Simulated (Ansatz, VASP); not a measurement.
# One calculation of Li, two programs

Contents of INCAR:

```
SYSTEM = Li
PREC = Accurate
ENCUT = 750
EDIFF = 1E-6
ISMEAR = -1
SIGMA = 0.1
LREAL = .False.
LASPH = .True.
NELM = 120
ALGO = Normal
ISIF = 2
LWAVE = .False.
LCHARG = .False.
GGA = PE
NBANDS = 8
GGA_COMPAT = .False.
```

The input KPOINTS:

```
regular mesh
0
Gamma
  17 17 17
  0 0 0
```

File POSCAR:

```
Li
1.0
   -1.4869958447      1.4869958447      1.4869958447
    1.4869958447     -1.4869958447      1.4869958447
    1.4869958447      1.4869958447     -1.4869958447
Li
1
Direct
    0.0000000000      0.0000000000      0.0000000000
```

Input for Ansatz:

```yaml
crystal:
  lattice:
    - [-1.4869958447, 1.4869958447, 1.4869958447]
    - [1.4869958447, -1.4869958447, 1.4869958447]
    - [1.4869958447, 1.4869958447, -1.4869958447]
  atoms:
    - { symbol: Li, position: [0.0, 0.0, 0.0] }
kpoints:
  mp_grid: { grid: [17, 17, 17] }
scf:
  occupations: { method: fermi_dirac, width: 0.1 }
hamiltonian:
  xc: pbe
  pseudopotentials: { kind: all_electron, lapw: { basis_error: 0.001 } }
output:
  forces: true
  stress: true
  eigenvalues: true
  populations: true
```

Change from the starting cell: volume scaled by 0.65, LAPW.

Alike in both runs: task single point; functional PBE; k mesh 17 × 17 × 17; occupations fermi-dirac, width 0.1 eV; no spin polarisation.

|  | VASP | Ansatz |
| --- | --- | --- |
| version | VASP 6.6.1 | Ansatz 0.2.0 |
| potentials or method | VASP PAW PBE potentials, release 64 (Li_sv), cutoff 750 eV | all-electron LAPW, scalar-relativistic |

Ansatz gave:

```
pressure (GPa) : 12.4
```

Q: Which values does VASP return?

A: Pressure (GPa): 12.1.

Ansatz ran all-electron here, and VASP with PAW potentials.
